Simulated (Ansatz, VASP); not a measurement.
MgO in VASP and in Ansatz

File INCAR:

```
PREC = Accurate
ENCUT = 520
EDIFF = 1E-6
ISMEAR = 0
SIGMA = 0.05
LREAL = F
LASPH = T
NELM = 80
ALGO = Normal
ISIF = 2
LWAVE = F
LCHARG = F
GGA = RE
NBANDS = 11
```

The input KPOINTS:

```
Automatic mesh
0
Gamma
  10 10 10
```

The input POSCAR:

```
MgO
1.0
    0.0000000000      2.1722893371      2.1722893371
    2.1722893371      0.0000000000      2.1722893371
    2.1722893371      2.1722893371      0.0000000000
Mg O
1 1
Direct
    0.0000000000      0.0000000000      0.0000000000
    0.5000000000      0.5000000000      0.5000000000
```

Input for Ansatz:

```yaml
crystal:
  lattice:
    - [0.0, 2.1722893371, 2.1722893371]
    - [2.1722893371, 0.0, 2.1722893371]
    - [2.1722893371, 2.1722893371, 0.0]
  atoms:
    - { symbol: Mg, position: [0.0, 0.0, 0.0] }
    - { symbol: O, position: [0.5, 0.5, 0.5] }
basis:
  ecutwfc: 420
  ecutrho_ratio: 4
kpoints:
  mp_grid: { grid: [10, 10, 10] }
hamiltonian:
  xc: revpbe
scf:
  occupations: { method: gaussian, width: 0.05 }
output:
  forces: true
  stress: true
  eigenvalues: true
```

Alike in both runs: task single point; functional revPBE; k mesh 10 × 10 × 10; occupations gaussian, width 0.05 eV; no spin polarisation.

```csv
,VASP,Ansatz
version,VASP 6.6.1,Ansatz 0.2.0
potentials or method,"VASP PAW PBE potentials, release 64 (Mg, O), cutoff 520 eV","scalar-relativistic, plane waves, PAW"
valence electrons in the cell,8,16
```

|  | VASP | Ansatz | Ansatz less VASP |
| --- | --- | --- | --- |
| gap on the k mesh at the Fermi level (eV) | 3.96 | 3.99 | +0.027 |
| least direct gap on the mesh (eV) | 3.96 | 3.99 | +0.027 |
| pressure (GPa) | -5.9 | -5.0 | +0.87 |

VASP's potentials were made for PBE, not for revPBE. VASP's potentials hold 8 valence electrons a cell and Ansatz's 16, so a difference there can come from the potentials and not from the codes.
